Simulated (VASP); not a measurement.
Al2O3, 5 atoms in the cell. The structure is hexagonal, space group P-6m2 (No. 187). Conventional cell: a = 2.884 Å, b = 2.884 Å, c = 9.337 Å, α = 90.00°, β = 90.00°, γ = 120.00°. Within 2.4 Å of Al (site symmetry 3m) lie 6 O at 1.80 to 2.18 Å. O (site symmetry 3m) has 3 Al at 1.80 Å within 2.4 Å. O (site symmetry -6m2) has 6 Al at 2.18 Å and 12 O at 2.66 to 2.88 Å within 2.9 Å. 

* Program: VASP 6.6.1
* Task: relaxation of cell and atoms
* Functional: PBEsol
* Potentials or basis: VASP PAW PBE potentials, release 64 (Al, O)
* Cutoff: 600 eV
* k mesh: 12 × 12 × 2
* Occupations: gaussian, width 0.01 eV
* Spin: no spin polarisation
* Dipole correction: no
* Further INCAR settings: ALGO = Normal; EDIFF = 1e-06; IBRION = 2; EDIFFG = -0.01; NSW = 80; ISIF = 3

Potentials or basis: VASP PAW PBE potentials, release 64 (Al, O).

The run is started by

```console
$ cat potpaw_PBE.64/Al/POTCAR potpaw_PBE.64/O/POTCAR > POTCAR
$ mpirun -np 1 vasp_std > vasp.out
```

Hardware: 1 thread of Intel(R) Xeon(R) Platinum 8488C (Sapphire Rapids) (shared host).

Estimate the wall time of this run.

Run time: 9.3 min on 1 thread of Intel(R) Xeon(R) Platinum 8488C (Sapphire Rapids), on a shared host, peak memory 0.22 GiB. Counts: scf iterations 226, k points 38, ion steps 29.
